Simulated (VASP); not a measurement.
# NiGe (Pnma) in VASP: single point with PBEsol

Aim: the single point of NiGe with PBEsol.

All numbers are computed with VASP 6.6.1; they aren't measurements. Logs are shortened: lines on timing, memory, paths and dates and some standing lists are left out, and cuts for length are marked.

## (1) The cell of the first run

The structure is orthorhombic, space group Pnma (No. 62). The conventional cell has a = 5.312 Å, b = 3.440 Å, c = 5.739 Å, α = 90.00°, β = 90.00°, γ = 90.00°. Within 3.1 Å of Ni (site symmetry m) lie 6 Ge at 2.32 to 2.49 Å and 4 Ni at 2.75 to 2.77 Å. Ge (site symmetry m) has 6 Ni at 2.32 to 2.49 Å and 2 Ge at 2.83 Å within 3.1 Å.

## (2) Single point, PBEsol

INCAR reads:

```
SYSTEM = NiGe
  PREC = Accurate
  ENCUT = 520
  EDIFF = 1E-7
  ISMEAR = 0
  SIGMA = 0.1
  LREAL = .FALSE.
  LASPH = .TRUE.
  NELM = 80
  ALGO = Normal
  ISIF = 2
  LWAVE = .FALSE.
  LCHARG = .FALSE.
  GGA = PS
  NBANDS = 58
```

KPOINTS reads:

```
regular mesh
0
G
  8 10 6
  0 0 0
```

POSCAR reads:

```
NiGe
1.0
    5.3116504075      0.0000000000      0.0000000000
    0.0000000000      3.4396664039      0.0000000000
    0.0000000000      0.0000000000      5.7389263423
Ni Ge
4 4
Direct
    0.9929970025      0.7500000000      0.1889084451
    0.0070029975      0.2500000000      0.8110915549
    0.5070029975      0.2500000000      0.6889084451
    0.4929970025      0.7500000000      0.3110915549
    0.8115959624      0.7500000000      0.5883771874
    0.1884040376      0.2500000000      0.4116228126
    0.6884040376      0.2500000000      0.0883771874
    0.3115959624      0.7500000000      0.9116228126
```

Potentials or basis: VASP PAW PBE potentials, release 64 (Ni, Ge_d).

Command:

```sh
> cat potpaw_PBE.64/Ni/POTCAR potpaw_PBE.64/Ge_d/POTCAR > POTCAR
> mpirun -np 1 vasp_std > vasp.out
```

OUTCAR:

```text
SYSTEM = NiGe
   PREC = Accurate
   ENCUT = 520
   EDIFF = 1E-7
   ISMEAR = 0
   LREAL = .FALSE.
   LASPH = .TRUE.
   NELM = 80
   ISIF = 2
   GGA = PS

 ion  position               nearest neighbor table
   1  0.993  0.750  0.189-   8 2.32   6 2.38   6 2.38   7 2.43   7 2.43   5 2.49   4 2.75   4 2.75
                             2 2.77   2 2.77
   2  0.007  0.250  0.811-   7 2.32   5 2.38   5 2.38   8 2.43   8 2.43   6 2.49   3 2.75   3 2.75
                             1 2.77   1 2.77
   3  0.507  0.250  0.689-   6 2.32   8 2.38   8 2.38   5 2.43   5 2.43   7 2.49   2 2.75   2 2.75
                             4 2.77   4 2.77
   4  0.493  0.750  0.311-   5 2.32   7 2.38   7 2.38   6 2.43   6 2.43   8 2.49   1 2.75   1 2.75
                             3 2.77   3 2.77
   5  0.812  0.750  0.588-   4 2.32   2 2.38   2 2.38   3 2.43   3 2.43   1 2.49   6 2.83   6 2.83

   6  0.188  0.250  0.412-   3 2.32   1 2.38   1 2.38   4 2.43   4 2.43   2 2.49   5 2.83   5 2.83

   7  0.688  0.250  0.088-   2 2.32   4 2.38   4 2.38   1 2.43   1 2.43   3 2.49   8 2.83   8 2.83

   8  0.312  0.750  0.912-   1 2.32   3 2.38   3 2.38   2 2.43   2 2.43   4 2.49   7 2.83   7 2.83

  LATTYP: Found a simple orthorhombic cell.
 ALAT       =     3.4396664039
 B/A-ratio  =     1.5442341738
 C/A-ratio  =     1.6684543407

  Lattice vectors:

 A1 = (   0.0000000000,  -3.4396664039,   0.0000000000)
 A2 = (   5.3116504075,   0.0000000000,   0.0000000000)
 A3 = (   0.0000000000,   0.0000000000,   5.7389263423)

Analysis of symmetry for initial positions (statically):
=====================================================================
 Subroutine PRICEL returns:
 Original cell was already a primitive cell.

 Routine SETGRP: Setting up the symmetry group for a
 simple orthorhombic supercell.

 Subroutine GETGRP returns: Found  8 space group operations
 (whereof  2 operations were pure point group operations)
 out of a pool of  8 trial point group operations.

The static configuration has the point symmetry S_2 .
 The point group associated with its full space group is D_2h.

Analysis of symmetry for dynamics (positions and initial velocities):
=====================================================================
 Subroutine PRICEL returns:
 Original cell was already a primitive cell.

 Routine SETGRP: Setting up the symmetry group for a
 simple orthorhombic supercell.

 Subroutine GETGRP returns: Found  8 space group operations
 (whereof  2 operations were pure point group operations)
 out of a pool of  8 trial point group operations.

The dynamic configuration has the point symmetry S_2 .
 The point group associated with its full space group is D_2h.

 Subroutine INISYM returns: Found  8 space group operations
 (whereof  2 operations are pure point group operations),
 and found     1 'primitive' translations

----------------------------------------------------------------------------------------

                                     Primitive cell

  volume of cell :     104.8519

  direct lattice vectors                    reciprocal lattice vectors
     5.311650408  0.000000000  0.000000000     0.188265402  0.000000000  0.000000000
     0.000000000  3.439666404  0.000000000     0.000000000  0.290725868  0.000000000
     0.000000000  0.000000000  5.738926342     0.000000000  0.000000000  0.174248621

  length of vectors
     5.311650408  3.439666404  5.738926342     0.188265402  0.290725868  0.174248621

  position of ions in fractional coordinates (direct lattice)
     0.992997002  0.750000000  0.188908445
     0.007002998  0.250000000  0.811091555
     0.507002998  0.250000000  0.688908445
     0.492997002  0.750000000  0.311091555
     0.811595962  0.750000000  0.588377187
     0.188404038  0.250000000  0.411622813
     0.688404038  0.250000000  0.088377187
     0.311595962  0.750000000  0.911622813

  ion indices of the primitive-cell ions
   primitive index   ion index
                 1           1
                 2           2
                 3           3
                 4           4
                 5           5
                 6           6
                 7           7
                 8           8

----------------------------------------------------------------------------------------

 KPOINTS: regular mesh

Automatic generation of k-mesh.
 Grid dimensions read from file:
 generate k-points for:    8   10    6

 Generating k-lattice:

  Cartesian coordinates                     Fractional coordinates (reciprocal lattice)
     0.023533175  0.000000000  0.000000000     0.125000000  0.000000000  0.000000000
     0.000000000  0.029072587  0.000000000     0.000000000  0.100000000  0.000000000
     0.000000000  0.000000000  0.029041437     0.000000000  0.000000000  0.166666667

  Length of vectors
     0.023533175  0.029072587  0.029041437

  Shift w.r.t. Gamma in fractional coordinates (k-lattice)
     0.000000000  0.000000000  0.000000000

 Subroutine IBZKPT returns following result:
 ===========================================

 Found    120 irreducible k-points:

 Following reciprocal coordinates:
            Coordinates               Weight
  0.000000  0.000000  0.000000      1.000000
  0.125000  0.000000  0.000000      2.000000
  0.250000  0.000000  0.000000      2.000000
  0.375000  0.000000  0.000000      2.000000
  0.500000  0.000000  0.000000      1.000000
  0.000000  0.100000  0.000000      2.000000
[... 16 lines left out ...]
  0.250000  0.400000  0.000000      4.000000
  0.375000  0.400000  0.000000      4.000000
 [... further k-points ...]
   k-points           NKPTS =    120   k-points in BZ     NKDIM =    120   number of bands    NBANDS=     58
   number of dos      NEDOS =    301   number of ions     NIONS =      8
   total plane-waves  NPLWV =  53760
   dimension x,y,z NGX =    40 NGY =   28 NGZ =   48
   dimension x,y,z NGXF=    80 NGYF=   56 NGZF=   96
   ions per type =               4   4
   NGX,Y,Z   is equivalent  to a cutoff of  12.52, 13.53, 13.90 a.u.
   NGXF,Y,Z  is equivalent  to a cutoff of  25.04, 27.07, 27.81 a.u.
 SYSTEM =  NiGe
   PREC   = accura    normal or accurate (medium, high low for compatibility)
   ISTART =      0    job   : 0-new  1-cont  2-samecut
   ICHARG =      2    charge: 1-file 2-atom 10-const
   ISPIN  =      1    spin polarized calculation?
   LNONCOLLINEAR =      F non collinear calculations
   LSORBIT =      F    spin-orbit coupling
   LASPH  =      T    aspherical Exc in radial PAW
   ENCUT  =  520.0 eV  38.22 Ry    6.18 a.u.   9.88  6.40 10.67*2*pi/ulx,y,z
   NELM   =     80;   NELMIN=  2; NELMDL= -5     # of ELM steps
   EDIFF  = 0.1E-06   stopping-criterion for ELM
   LREAL  =      F    real-space projection
   EDIFFG = 0.1E-05   stopping-criterion for IOM
   NSW    =      0    number of steps for IOM
   IBRION =     -1    ionic relax: 0-MD 1-quasi-New 2-CG
   NFREE  =      0    steps in history (QN), initial steepest desc. (CG)
   ISIF   =      2    stress and relaxation
   ISYM   =      2    0-nonsym 1-usesym 2-fastsym
   POTIM  = 0.5000    time-step for ionic-motion
   TEBEG  =    0.0;   TEEND  =   0.0 temperature during run
   PSTRESS=    0.0 pullay stress
   NELECT =      96.0000    total number of electrons
   NUPDOWN=      -1.0000    fix difference up-down
   EMIN   =  10.00;   EMAX   =-10.00  energy-range for DOS
   EFERMI =   0.00;   METHOD = LEGACY
   ISMEAR =     0;   SIGMA  =   0.10  broadening in eV -4-tet -1-fermi 0-gaus
   EFERMI_NEDOS =   21; number of points for ismear=-14 and -15
   IALGO  =     38    algorithm
   IMIX   =      4    mixing-type and parameters
     AMIX     =   0.40;   BMIX     =  1.00
     AMIX_MAG =   1.60;   BMIX_MAG =  1.00
  volume/ion in A,a.u.               =      13.11        88.45
  Fermi-wavevector in a.u.,A,eV,Ry     =   1.589668  3.004037 34.382524  2.527044
  Thomas-Fermi vector in A             =   2.688482
   LORBIT       =      0    0 simple, 1 ext, 2 COOP (PROOUT), +10 PAW based schemes
   GGA     = PS    functional components
   LHFCALC =     F    Hartree Fock is set to
   AEXX    =    0.0000 exact exchange contribution
   IVDW    =     0    specifies the selected vdW correction
   LEPSILON=     F    determine dielectric tensor
   LRPA    =     F    only Hartree local field effects (RPA)
 non-spin polarized calculation
 Gauss-broadening in eV      SIGMA  =   0.10
  energy-cutoff  :      520.00
  volume of cell :      104.85
 maximum number of plane-waves:      2847
 NGX is ok and might be reduce to    40
   NGX = 19   NGY = 13   NGZ = 21

 number of electron      96.0000027 magnetization

 Free energy of the ion-electron system (eV)
  ---------------------------------------------------
  ext. energy  EPLUGINS =         0.00000000
  ---------------------------------------------------
  free energy    TOTEN  =       -47.29148161 eV

  energy without entropy =      -47.27979142  energy(sigma->0) =      -47.28563651

 E-fermi :   9.0740     XC(G=0): -12.8251

 val. band max:        9.0635528165   @ k =   0.3750   0.1000   0.1667
 cond. band min:       9.0823403518   @ k =   0.1250   0.4000   0.0000
 fundamental gap:      0.0187875353
 Fermi energy:         9.0739749272

 k-point     1 :       0.0000    0.0000    0.0000
  band No.  band energies     occupation
      1     -15.5595      2.00000
      2     -15.5452      2.00000
      3     -15.5373      2.00000
      4     -15.5348      2.00000
      5     -15.5185      2.00000
      6     -15.4970      2.00000
[... 50 lines left out ...]
     57      15.7705      0.00000
     58      15.8638      0.00000

 k-point     2 :       0.1250    0.0000    0.0000
  band No.  band energies     occupation
      1     -15.5588      2.00000
      2     -15.5457      2.00000
      3     -15.5367      2.00000
      4     -15.5343      2.00000
      5     -15.5185      2.00000
      6     -15.4981      2.00000
[... 50 lines left out ...]
     57      15.4236      0.00000
     58      15.6460      0.00000
[... 1279 lines left out ...]
     57      14.2640      0.00000
     58      16.1583      0.00000

 k-point    24 :       0.3750    0.4000    0.0000
  band No.  band energies     occupation
      1     -15.5481      2.00000
      2     -15.5465      2.00000
      3     -15.5316      2.00000
      4     -15.5308      2.00000
      5     -15.5119      2.00000
      6     -15.5013      2.00000
[... 50 lines left out ...]
     57      15.6179      0.00000
     58      16.1712      0.00000

 [... further k-points ...]

------------------------ aborting loop because EDIFF is reached ----------------------------------------

  FORCE on cell =-STRESS in cart. coord.  units (eV):
  Direction    XX          YY          ZZ          XY          YZ          ZX
  --------------------------------------------------------------------------------------
  -------------------------------------------------------------------------------------
  Total        0.1547391      0.0887278      0.1295494      0.0000000      0.0000000      0.0000000
  in kB        2.3644722      1.3557939      1.9795637      0.0000000      0.0000000      0.0000000
  external PRESSURE =       1.8999432 kB  Pullay stress =       0.0000000 kB

 VOLUME and BASIS-vectors are now :
 -----------------------------------------------------------------------------
  energy-cutoff  :      520.00
  volume of cell :      104.85
      direct lattice vectors                 reciprocal lattice vectors
     5.311650408  0.000000000  0.000000000     0.188265402  0.000000000  0.000000000
     0.000000000  3.439666404  0.000000000     0.000000000  0.290725868  0.000000000
     0.000000000  0.000000000  5.738926342     0.000000000  0.000000000  0.174248621

 POSITION                                       TOTAL-FORCE (eV/Angst)
 -----------------------------------------------------------------------------------
      5.27445      2.57975      1.08413        -0.006010     -0.000000     -0.000014
      0.03720      0.85992      4.65479         0.006010     -0.000000      0.000014
      2.69302      0.85992      3.95359         0.006010      0.000000     -0.000014
      2.61863      2.57975      1.78533        -0.006010     -0.000000      0.000014
      4.31091      2.57975      3.37665        -0.001707      0.000000      0.002739
      1.00074      0.85992      2.36227         0.001707      0.000000     -0.002739
      3.65656      0.85992      0.50719         0.001707     -0.000000      0.002739
      1.65509      2.57975      5.23174        -0.001707     -0.000000     -0.002739
 -----------------------------------------------------------------------------------
    total drift:                               -0.000000      0.000000      0.000000

  FREE ENERGIE OF THE ION-ELECTRON SYSTEM (eV)
  ---------------------------------------------------
  free  energy   TOTEN  =       -47.2914816086 eV

  energy  without entropy=      -47.2797914193  energy(sigma->0) =      -47.28563651
```

Wall time 8.6 min (1 thread of AMD EPYC 9R45 (Zen 5), shared host); peak memory 0.57 GiB.

Results:

| Quantity | Value |
| --- | --- |
| Free energy | -47.2915 eV |
| Pressure | 0.2 GPa |
| Largest force | 0.006 eV/Å |
| Band gap on the k mesh | zero (bands 48 and 49 overlap by 1.62 eV) |

Forces on the atoms (eV/Å):
```
Ni  -0.006  0.000  0.000
Ni   0.006  0.000  0.000
Ni   0.006  0.000  0.000
Ni  -0.006  0.000  0.000
Ge  -0.002  0.000  0.003
Ge   0.002  0.000 -0.003
Ge   0.002  0.000  0.003
Ge  -0.002  0.000 -0.003
```

Stress tensor (GPa, compression positive):
```
0.24 0.00 0.00
0.00 0.14 0.00
0.00 0.00 0.20
```

Caveat: the PAW data sets were made with another functional, which shifts forces and pressure a little. Spin polarisation is off, so any magnetic state and its effect on volume and gap are missing.
